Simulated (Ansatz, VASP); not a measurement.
**Zn5O in VASP and in Ansatz**

```
Zn O
1.0
     5.99418    0.00000    0.00000
     0.00000    5.99418    0.00000
     0.00000    0.00000    2.94487
Zn O
5 1
Direct
  0.28064 0.28064 0.50000
  0.71936 0.71936 0.50000
  0.28064 0.71936 0.50000
  0.71936 0.28064 0.50000
  0.00000 0.00000 0.50000
  0.50000 0.50000 0.00000
```

Alike in both runs: task relaxation of cell and atoms; functional PBE; k mesh 4 × 4 × 6; occupations gaussian, width 0.1 eV; no spin polarisation.

|  | VASP | Ansatz |
| --- | --- | --- |
| version | VASP 6.6.1 | Ansatz 0.2.0 |
| potentials or method | VASP PAW PBE potentials, release 64 (Zn, O), cutoff 600 eV | scalar-relativistic, plane waves, PAW |
| valence electrons in the cell | 66 | 66 |

|  | VASP | Ansatz | Ansatz less VASP |
| --- | --- | --- | --- |
| gap on the k mesh at the Fermi level, each at its own relaxed structure (eV) | none | none | - |
| relaxed volume (Å³/atom) | 17.67 | 17.59 | -0.079 |
| relaxed length of the cell vector where the two differ most in proportion (Å) | 6.114 | 6.102 | -0.0114 |

A gap of «none» marks a metal or a gap that the smearing closes.
